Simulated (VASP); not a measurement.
**BrH: relaxation of the atoms with PBE+D3(BJ)**

The system is BrH, in a box.

```
Br H
1.0
    11.70158    0.00000    0.00000
     0.00000   12.20158    0.00000
     0.00000    0.00000   12.70158
Br H
1 1
Cartesian
  6.2171 6.3416 5.7794
  5.6046 6.0280 6.9223
```

| Quantity | Value |
| --- | --- |
| Program | VASP 6.6.1 |
| Task | relaxation of the atoms |
| Functional | PBE |
| Dispersion | D3(BJ) |
| Potentials or basis | VASP PAW PBE potentials, release 64 (Br, H) |
| Cutoff | 450 eV |
| k mesh | 1 × 1 × 1 |
| Occupations | gaussian, width 0.005 eV |
| Spin | no spin polarisation |
| Dipole correction | no |
| Further INCAR settings | ALGO = Normal; EDIFF = 1e-07; NELMDL = -8; IBRION = 2; EDIFFG = -0.03; NSW = 100 |

```yaml
Energy_gained_by_relaxing: 68.1 meV/atom
Ionic_steps: 4
Largest_force_after_relaxing: 0.010 eV/Å
Gap_between_the_frontier_levels: 5.90 eV
Dispersion_energy_per_atom: -0.005 eV
```

Forces in eV/Å, atoms in the order of the input:
```
Br  -0.004 -0.002  0.009
H    0.004  0.002 -0.009
```

Step by step:
```tsv
step	energy change (eV)	largest force (eV/Å)	pressure (GPa)
1	0.0000	3.0197	0.11
2	0.1935	2.9045	-0.14
3	-0.1362	0.0583	-0.01
4	-0.1362	0.0104	0.00
```

Final structure:
```cif
data_structure
_symmetry_space_group_name_H-M 'P 1'
_symmetry_Int_Tables_number 1
_cell_length_a 11.7016
_cell_length_b 12.2016
_cell_length_c 12.7016
_cell_angle_alpha 90.000
_cell_angle_beta 90.000
_cell_angle_gamma 90.000
_cell_volume 1813.50
loop_
_atom_site_label
_atom_site_type_symbol
_atom_site_fract_x
_atom_site_fract_y
_atom_site_fract_z
_atom_site_occupancy
Br1 Br 0.53324 0.52068 0.45169 1
H1 H 0.47703 0.49309 0.54831 1
```

Levels at points of the mesh, in eV from the valence-band top:
```
           k point  band 1  band 2  band 3  band 4  band 5  band 6  band 7  band 8
(0.00, 0.00, 0.00)  -13.06   -3.66    0.00    0.00    5.90    7.24    7.95    8.00
```

Run time: 9.9 min on 1 thread of Intel Xeon 8259CL, on a shared host, peak memory 1.2 GiB.
